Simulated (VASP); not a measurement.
# InP: G0W0 quasiparticle levels with PBE

Crystal: InP.

```
CELL_PARAMETERS angstrom
0.00000 2.96856 2.96856
2.96856 0.00000 2.96856
2.96856 2.96856 0.00000
ATOMIC_POSITIONS crystal
In 0.00000 0.00000 0.00000
P 0.25000 0.25000 0.25000
```

```json
{"Program": "VASP 6.6.1", "Task": "G0W0 quasiparticle levels", "Functional": "PBE", "Potentials or basis": "VASP PAW PBE potentials, release 64 (In_d_GW, P_GW)", "Cutoff": "500 eV", "k mesh": "4 × 4 × 4", "Occupations": "gaussian, width 0.01 eV", "Spin": "no spin polarisation", "Dipole correction": "no", "GW scheme": "G0W0", "GW iterations": "1", "Cutoff of the response function": "150", "Frequency points": "96", "Empty bands": "218", "Further INCAR settings": "ALGO = EVGW0; EDIFF = 1e-08; NBANDS = 227"}
```

The quasiparticle gap is 0.98 eV. The least direct quasiparticle gap is 0.98 eV. The band gap of the starting levels on the mesh is 0.48 eV. The least direct gap of the starting levels on the mesh is 0.48 eV.

It took 4.6 min on 1 thread of Intel(R) Xeon(R) 6975P-C (Granite Rapids), with other jobs on the host, peak memory 0.67 GiB.

Caveat: the k points lie up to 0.46 Å⁻¹ apart; bands, screening cutoff and mesh are small and nothing is extrapolated, so the quasiparticle values aren't converged; spin-orbit coupling is left out, which moves the levels of the heavy elements.
